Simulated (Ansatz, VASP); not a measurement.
**One calculation of H, two programs**

File INCAR:

```
  PREC = Accurate
  ENCUT = 520
  EDIFF = 1E-7
  ISMEAR = 0
  SIGMA = 0.05
  LREAL = F
  LASPH = T
  NELM = 80
  ALGO = Normal
  ISIF = 2
  LWAVE = F
  LCHARG = F
  GGA = PE
  NBANDS = 14
```

File KPOINTS:

```
regular mesh
0
Gamma
  6 6 6
```

Contents of POSCAR:

```
H
1.0
    3.7097352756     -3.7097352756      0.0000000000
    3.7097352756      3.7097352756      0.0000000000
   -3.7097352756      0.0000000000      4.5711281958
H
8
Direct
    0.4488369980      0.4690540740      0.9178910720
    0.2089455360      0.7089455360      0.4178910720
    0.9589455360      0.9589455360      0.9178910720
    0.7089455360      0.2089455360      0.4178910720
    0.0410544640      0.0410544640      0.0821089280
    0.7910544640      0.2910544640      0.5821089280
    0.5410544640      0.5410544640      0.0821089280
    0.2910544640      0.7910544640      0.5821089280
```

Input for Ansatz:

```yaml
crystal:
  lattice:
    - [3.7097352756, -3.7097352756, 0.0]
    - [3.7097352756, 3.7097352756, 0.0]
    - [-3.7097352756, 0.0, 4.5711281958]
  atoms:
    - { symbol: H, position: [0.448836998, 0.469054074, 0.917891072] }
    - { symbol: H, position: [0.208945536, 0.708945536, 0.417891072] }
    - { symbol: H, position: [0.958945536, 0.958945536, 0.917891072] }
    - { symbol: H, position: [0.708945536, 0.208945536, 0.417891072] }
    - { symbol: H, position: [0.041054464, 0.041054464, 0.082108928] }
    - { symbol: H, position: [0.791054464, 0.291054464, 0.582108928] }
    - { symbol: H, position: [0.541054464, 0.541054464, 0.082108928] }
    - { symbol: H, position: [0.291054464, 0.791054464, 0.582108928] }
basis:
  ecutwfc: 420
kpoints:
  mp_grid: { grid: [6, 6, 6] }
hamiltonian:
  xc: pbe
scf:
  occupations: { method: gaussian, width: 0.05 }
output:
  forces: true
  stress: true
  eigenvalues: true
```

Alike in both runs: task single point; functional PBE; k mesh 6 × 6 × 6; occupations gaussian, width 0.05 eV; no spin polarisation.

|  | VASP | Ansatz |
| --- | --- | --- |
| version | VASP 6.6.1 | Ansatz 0.2.0 |
| potentials or method | VASP PAW PBE potentials, release 64 (H), cutoff 520 eV | scalar-relativistic, plane waves, PAW |
| valence electrons in the cell | 8 | 8 |

|  | VASP | Ansatz | Ansatz less VASP |
| --- | --- | --- | --- |
| gap on the k mesh at the Fermi level (eV) | 9.22 | 9.22 | 0.000 |
| least direct gap on the mesh (eV) | 9.69 | 9.69 | -0.001 |
| pressure (GPa) | -0.2 | 0.0 | +0.16 |
| traceless stress, the component that is largest in VASP (GPa) | -0.12 | -0.07 | +0.052 |
| rms of the force components (eV/Å) | 0.039 | 0.036 | -0.0033 |

Atom by atom the forces differ by 0.006 eV/Å (rms over components).
